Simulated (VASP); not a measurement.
# SiC (P6_3mc) in VASP: further runs, part 2 of 2

VASP 6.6.1. Earlier steps stand in the parts before.

**5. Single point, r2SCAN (10.95 Å³/atom)**

This run uses another cell than the first one, of 10.95 Å³/atom.

Contents of POSCAR:

```
SiC
1.0
    3.1376217929      0.0000000000      0.0000000000
   -1.5688108964      2.7172601802      0.0000000000
    0.0000000000      0.0000000000     10.2763493360
Si C
4 4
Direct
    0.6666666667      0.3333333333      0.9378751878
    0.3333333333      0.6666666667      0.4378751878
    0.0000000000      0.0000000000      0.6878536524
    0.0000000000      0.0000000000      0.1878536524
    0.6666666667      0.3333333333      0.7497912993
    0.3333333333      0.6666666667      0.2497912993
    0.0000000000      0.0000000000      0.5004788605
    0.0000000000      0.0000000000      0.0004788605
```

Contents of INCAR.step1:

```
ALGO = Normal
EDIFF = 1E-4
ENCUT = 520
GGA = PE
ISMEAR = 0
LASPH = T
LCHARG = F
LREAL = F
LWAVE = T
NBANDS = 26
NELM = 60
PREC = Accurate
SIGMA = 0.02
```

Contents of INCAR.step2:

```
ALGO = Normal
EDIFF = 1E-6
ENCUT = 520
ISIF = 2
ISMEAR = 0
ISTART = 1
LASPH = T
LCHARG = F
LMIXTAU = T
LREAL = F
LWAVE = F
METAGGA = R2SCAN
NBANDS = 26
NELM = 60
PREC = Accurate
SIGMA = 0.02
```

Contents of KPOINTS:

```
k-points
0
Gamma
  12 12 4
```

Potentials or basis: VASP PAW PBE potentials, release 64 (Si, C).

Command:

```sh
$ cat potpaw_PBE.64/Si/POTCAR potpaw_PBE.64/C/POTCAR > POTCAR
$ cp INCAR.step1 INCAR
$ mpirun -np 1 vasp_std > vasp.out
$ cp INCAR.step2 INCAR
$ mpirun -np 1 vasp_std > vasp.out
```

OUTCAR:

```text
EDIFF = 1E-6
   ENCUT = 520
   ISIF = 2
   ISMEAR = 0
   ISTART = 1
   LASPH = T
   LREAL = F
   METAGGA = R2SCAN
   NELM = 60
   PREC = Accurate

 ion  position               nearest neighbor table
   1  0.667  0.333  0.938-   8 1.92   8 1.92   8 1.92   5 1.93   4 3.14   4 3.14   4 3.14   3 3.14
                             3 3.14   3 3.14
   2  0.333  0.667  0.438-   7 1.92   7 1.92   7 1.92   6 1.93   3 3.14   3 3.14   3 3.14   4 3.14
                             4 3.14   4 3.14
   3  0.000  0.000  0.688-   5 1.92   5 1.92   5 1.92   7 1.93   2 3.14   2 3.14   2 3.14   1 3.14
                             1 3.14   1 3.14
   4  0.000  0.000  0.188-   6 1.92   6 1.92   6 1.92   8 1.93   1 3.14   1 3.14   1 3.14   2 3.14
                             2 3.14   2 3.14
   5  0.667  0.333  0.750-   3 1.92   3 1.92   3 1.92   1 1.93
   6  0.333  0.667  0.250-   4 1.92   4 1.92   4 1.92   2 1.93
   7  0.000  0.000  0.500-   2 1.92   2 1.92   2 1.92   3 1.93
   8  0.000  0.000  0.000-   1 1.92   1 1.92   1 1.92   4 1.93

  LATTYP: Found a hexagonal cell.
 ALAT       =     3.1376217929
 C/A-ratio  =     3.2752033273

  Lattice vectors:

 A1 = (   3.1376217929,   0.0000000000,   0.0000000000)
 A2 = (  -1.5688108964,   2.7172601802,   0.0000000000)
 A3 = (   0.0000000000,   0.0000000000,  10.2763493360)

Analysis of symmetry for initial positions (statically):
=====================================================================
 Subroutine PRICEL returns:
 Original cell was already a primitive cell.

 Routine SETGRP: Setting up the symmetry group for a
 hexagonal supercell.

 Subroutine GETGRP returns: Found 12 space group operations
 (whereof  6 operations were pure point group operations)
 out of a pool of 24 trial point group operations.

The static configuration has the point symmetry C_3v.
 The point group associated with its full space group is C_6v.

Analysis of symmetry for dynamics (positions and initial velocities):
[... 148 lines left out ...]
   LORBIT       =      0    0 simple, 1 ext, 2 COOP (PROOUT), +10 PAW based schemes
   METAGGA = R2SCAN    functional components
   LHFCALC =     F    Hartree Fock is set to
   AEXX    =    0.0000 exact exchange contribution
   IVDW    =     0    specifies the selected vdW correction
   LEPSILON=     F    determine dielectric tensor
   LRPA    =     F    only Hartree local field effects (RPA)
 non-spin polarized calculation
 Gauss-broadening in eV      SIGMA  =   0.02
  energy-cutoff  :      520.00
  volume of cell :       87.61
 maximum number of plane-waves:      2382
 NGX is ok and might be reduce to    24
   NGX = 11   NGY = 11   NGZ = 39

 number of electron      32.0000000 magnetization

 Free energy of the ion-electron system (eV)
  ---------------------------------------------------
  ext. energy  EPLUGINS =         0.00000000
  ---------------------------------------------------
  free energy    TOTEN  =       -77.11261274 eV

  energy without entropy =      -77.11261274  energy(sigma->0) =      -77.11261274

 E-fermi :   7.5689     XC(G=0): -11.6777

 val. band max:        7.4276434308   @ k =   0.0000   0.0000   0.0000
 cond. band min:      10.0031709969   @ k =   0.5000   0.0000   0.0000
 fundamental gap:      2.5755275661
 Fermi energy:         7.5689335885

 k-point     1 :       0.0000    0.0000    0.0000
  band No.  band energies     occupation
      1      -8.3834      2.00000
      2      -7.2236      2.00000
      3      -7.1871      2.00000
      4      -4.9683      2.00000
      5      -1.1598      2.00000
      6       2.9608      2.00000
[... 685 lines left out ...]
     25      16.3204      0.00000
     26      16.9276      0.00000

 [... further k-points ...]

------------------------ aborting loop because EDIFF is reached ----------------------------------------

  FORCE on cell =-STRESS in cart. coord.  units (eV):
  Direction    XX          YY          ZZ          XY          YZ          ZX
  --------------------------------------------------------------------------------------
  -------------------------------------------------------------------------------------
  Total       -6.5518948     -6.5518948     -6.5358544     -0.0000000      0.0000000      0.0000000
  in kB     -119.8137933   -119.8137933   -119.5204653     -0.0000000      0.0000000      0.0000000
  external PRESSURE =    -119.7160173 kB  Pullay stress =       0.0000000 kB

 VOLUME and BASIS-vectors are now :
 -----------------------------------------------------------------------------
  energy-cutoff  :      520.00
  volume of cell :       87.61
      direct lattice vectors                 reciprocal lattice vectors
     3.137621793  0.000000000  0.000000000     0.318712728  0.184008879  0.000000000
    -1.568810896  2.717260180  0.000000000     0.000000000  0.368017758  0.000000000
     0.000000000  0.000000000 10.276349336     0.000000000  0.000000000  0.097310822

 POSITION                                       TOTAL-FORCE (eV/Angst)
 -----------------------------------------------------------------------------------
      1.56881      0.90575      9.63793         0.000000     -0.000000      0.004790
     -0.00000      1.81151      4.49976        -0.000000      0.000000      0.004790
      0.00000      0.00000      7.06862         0.000000     -0.000000      0.002168
      0.00000      0.00000      1.93045        -0.000000      0.000000      0.002168
      1.56881      0.90575      7.70512        -0.000000     -0.000000     -0.005124
     -0.00000      1.81151      2.56694         0.000000      0.000000     -0.005124
      0.00000      0.00000      5.14310        -0.000000      0.000000     -0.001834
      0.00000      0.00000      0.00492        -0.000000     -0.000000     -0.001834
 -----------------------------------------------------------------------------------
    total drift:                               -0.000000     -0.000000      0.000211

  FREE ENERGIE OF THE ION-ELECTRON SYSTEM (eV)
  ---------------------------------------------------
  free  energy   TOTEN  =       -77.1126127410 eV

  energy  without entropy=      -77.1126127410  energy(sigma->0) =      -77.11261274
```

OUTCAR.step1:

```text
EDIFF = 1E-4
   ENCUT = 520
   GGA = PE
   ISMEAR = 0
[... 948 lines left out ...]
      1.56881      0.90575      7.70512         0.000000     -0.000000     -0.000883
     -0.00000      1.81151      2.56694         0.000000      0.000000     -0.000883
      0.00000      0.00000      5.14310        -0.000000      0.000000     -0.005883
      0.00000      0.00000      0.00492        -0.000000      0.000000     -0.005883
 -----------------------------------------------------------------------------------
    total drift:                               -0.000000     -0.000000     -0.000815

  FREE ENERGIE OF THE ION-ELECTRON SYSTEM (eV)
  ---------------------------------------------------
  free  energy   TOTEN  =       -60.1517499115 eV

  energy  without entropy=      -60.1517499115  energy(sigma->0) =      -60.15174991
```

OSZICAR.step1:

```text
N       E                     dE             d eps       ncg     rms          rms(c)
DAV:   1     0.708836565273E+02    0.70884E+02   -0.14331E+04  2964   0.111E+03
DAV:   2    -0.596751209390E+02   -0.13056E+03   -0.12025E+03  3926   0.187E+02
DAV:   3    -0.668608022739E+02   -0.71857E+01   -0.71318E+01  4030   0.409E+01
DAV:   4    -0.669592365728E+02   -0.98434E-01   -0.98294E-01  3800   0.557E+00
DAV:   5    -0.669610793260E+02   -0.18428E-02   -0.18417E-02  3966   0.726E-01    0.165E+01
DAV:   6    -0.602762310487E+02    0.66848E+01   -0.18682E+01  3808   0.186E+01    0.733E+00
DAV:   7    -0.601830917857E+02    0.93139E-01   -0.18840E+00  4104   0.610E+00    0.326E+00
DAV:   8    -0.601538090808E+02    0.29283E-01   -0.99211E-02  3594   0.153E+00    0.101E+00
DAV:   9    -0.601511071288E+02    0.27020E-02   -0.16573E-02  3746   0.693E-01    0.165E-01
DAV:  10    -0.601516518272E+02   -0.54470E-03   -0.16190E-03  3782   0.193E-01    0.817E-02
DAV:  11    -0.601517499115E+02   -0.98084E-04   -0.24773E-04  3062   0.950E-02
   1 F= -.60151750E+02 E0= -.60151750E+02  d E =-.198370E-30
```

Run time: 2.5 min. Hardware: 1 thread of Intel Xeon 6975P-C (Granite Rapids), shared host; peak memory 0.26 GiB.

Results:

- Free energy: -77.1126 eV
- Pressure: -12.0 GPa
- Largest force: 0.005 eV/Å
- Band gap on the k mesh: 2.58 eV (least direct gap 3.74 eV)

Forces on the atoms (eV/Å):
```
Si   0.000  0.000  0.005
Si   0.000  0.000  0.005
Si   0.000  0.000  0.002
Si   0.000  0.000  0.002
C    0.000  0.000 -0.005
C    0.000  0.000 -0.005
C    0.000  0.000 -0.002
C    0.000  0.000 -0.002
```

Caveat: the cell stands under tension; the PAW data sets were made with another functional, which shifts forces and pressure a little. A k mesh can miss the band edges.

**6. Single point, r2SCAN (11.36 Å³/atom)**

This run uses another cell than the first one, of 11.36 Å³/atom.

Contents of POSCAR:

```
SiC
1.0
    3.1764103696      0.0000000000      0.0000000000
   -1.5882051848      2.7508520729      0.0000000000
    0.0000000000      0.0000000000     10.4052772029
Si C
4 4
Direct
    0.6666666667      0.3333333333      0.9378926761
    0.3333333333      0.6666666667      0.4378926761
    0.0000000000      0.0000000000      0.6878368315
    0.0000000000      0.0000000000      0.1878368315
    0.6666666667      0.3333333333      0.7497823431
    0.3333333333      0.6666666667      0.2497823431
    0.0000000000      0.0000000000      0.5004871493
    0.0000000000      0.0000000000      0.0004871493
```

Contents of INCAR.step1:

```
SYSTEM = SiC
PREC     = Accurate       ! precision mode
ENCUT    = 520            ! plane-wave cutoff, eV
ISMEAR   = 0              ! smearing method
SIGMA    = 0.02           ! smearing width, eV
LREAL    = .False.        ! projectors in reciprocal space
LASPH    = .True.         ! aspherical terms in the spheres
NELM     = 100            ! most SCF steps
NBANDS   = 26             ! bands
GGA      = PE             ! functional
ALGO     = Normal         ! electronic algorithm
EDIFF    = 1E-4           ! SCF threshold, eV
LWAVE    = .True.         ! write WAVECAR
LCHARG   = .False.        ! write CHGCAR
```

Contents of INCAR.step2:

```
SYSTEM = SiC
PREC     = Accurate       ! precision mode
ENCUT    = 520            ! plane-wave cutoff, eV
EDIFF    = 1E-6           ! SCF threshold, eV
ISMEAR   = 0              ! smearing method
SIGMA    = 0.02           ! smearing width, eV
LREAL    = .False.        ! projectors in reciprocal space
LASPH    = .True.         ! aspherical terms in the spheres
NELM     = 100            ! most SCF steps
ALGO     = Normal         ! electronic algorithm
ISIF     = 2              ! what is computed and relaxed
LWAVE    = .False.        ! write WAVECAR
LCHARG   = .False.        ! write CHGCAR
METAGGA  = R2SCAN         ! meta-GGA
LMIXTAU  = .True.       
NBANDS   = 26             ! bands
ISTART   = 1
```

Contents of KPOINTS:

```
regular mesh
0
Gamma
  12 12 4
  0 0 0
```

Potentials or basis: VASP PAW PBE potentials, release 64 (Si, C).

Command:

```sh
$ cat potpaw_PBE.64/Si/POTCAR potpaw_PBE.64/C/POTCAR > POTCAR
$ cp INCAR.step1 INCAR
$ mpirun -np 1 vasp_std > vasp.out
$ cp INCAR.step2 INCAR
$ mpirun -np 1 vasp_std > vasp.out
```

Wall time 2.8 min (1 thread of Intel Xeon 6975P-C (Granite Rapids), shared host); peak memory 0.27 GiB.

The run converged. Its results:

```yaml
Free_energy: -76.8012 eV
Pressure: -18.1 GPa
Largest_force: 0.010 eV/Å
Band_gap_on_the_k_mesh: 2.55 eV (least direct gap 3.70 eV)
```

Forces on the atoms (eV/Å):
```
Si   0.000  0.000  0.010
Si   0.000  0.000  0.010
Si   0.000  0.000  0.003
Si   0.000  0.000  0.003
C    0.000  0.000 -0.010
C    0.000  0.000 -0.010
C    0.000  0.000 -0.003
C    0.000  0.000 -0.003
```

Levels at points of the mesh, in eV from the valence-band top:
| k point | band 14 | band 15 | band 16 | band 17 | band 18 | band 19 |
| --- | --- | --- | --- | --- | --- | --- |
| (0.00, 0.00, 0.00) | -0.05 | 0.00 | 0.00 | 4.80 | 5.39 | 5.72 |
| (0.50, 0.00, 0.00) | -2.23 | -1.58 | -1.15 | 2.55 | 2.65 | 4.40 |
| (0.00, 0.00, 0.50) | -0.21 | -0.21 | -0.21 | 5.02 | 5.02 | 6.35 |
| (0.50, 0.00, 0.50) | -2.44 | -1.56 | -1.56 | 2.95 | 2.95 | 4.41 |

Caveat: the cell stands under tension; the PAW data sets were made with another functional, which shifts forces and pressure a little. A k mesh can miss the band edges.

**7. Overview**

```tsv
cell	smearing	gap on the mesh (eV)	pressure (GPa)	largest force (eV/Å)
a = 3.078, b = 3.078, c = 10.077 Å, angles 90.0, 90.0, 120.0°, 8 atoms	gaussian 0.02 eV	2.61	-0.2	-
a = 3.078, b = 3.078, c = 10.077 Å, angles 90.0, 90.0, 120.0°, 8 atoms	gaussian 0.05 eV	2.61	-0.2	-
a = 3.108, b = 3.108, c = 10.177 Å, angles 90.0, 90.0, 120.0°, 8 atoms	gaussian 0.02 eV	2.59	-6.5	0.01
a = 3.138, b = 3.138, c = 10.276 Å, angles 90.0, 90.0, 120.0°, 8 atoms	gaussian 0.02 eV	2.58	-12.0	0.01
a = 3.176, b = 3.176, c = 10.405 Å, angles 90.0, 90.0, 120.0°, 8 atoms	gaussian 0.02 eV	2.55	-18.1	0.01
```

Alike in all rows: task single point; level r2SCAN; potentials or basis VASP PAW PBE potentials, release 64 (Si, C); no spin polarisation; k mesh 12 × 12 × 4; cutoff (eV) 520.

Caveats: the PAW data sets were made with another functional, which shifts forces and pressure a little; the cell stands under tension (at least some runs).

Total energies depend on the potentials used, so only differences within one code and one set of settings carry meaning.
